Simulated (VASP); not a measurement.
W, 7 atoms in the cell. The cell holds a slab with vacuum, 7 atoms: a = 4.461 Å, b = 4.461 Å, c = 21.463 Å, α = 90.00°, β = 90.00°, γ = 60.00°. 

```yaml
Program: VASP 6.6.1
Task: single point
Functional: PBEsol
Potentials_or_basis: VASP PAW PBE potentials, release 64 (W_sv)
Cutoff: 520 eV
k_mesh: 7 × 7 × 1
Occupations: methfessel-paxton, width 0.1 eV
Spin: no spin polarisation
Dipole_correction: yes
Further_INCAR_settings: ALGO = Normal; EDIFF = 1e-06; NBANDS = 58
```

Potentials or basis: VASP PAW PBE potentials, release 64 (W_sv).

Run with:

```console
$ cat potpaw_PBE.64/W_sv/POTCAR > POTCAR
$ mpirun -np 1 vasp_std > vasp.out
```

Hardware: 1 thread of Intel(R) Xeon(R) Platinum 8259CL CPU @ 2.50GHz (Skylake/Cascade Lake), with other jobs on the host.

Question: How long does it take, and how much memory?

Answer: Run time: 6 min on 1 thread of Intel(R) Xeon(R) Platinum 8259CL CPU @ 2.50GHz (Skylake/Cascade Lake), with other jobs on the host, peak memory 0.51 GiB. Counts: scf iterations 27, k points 8.
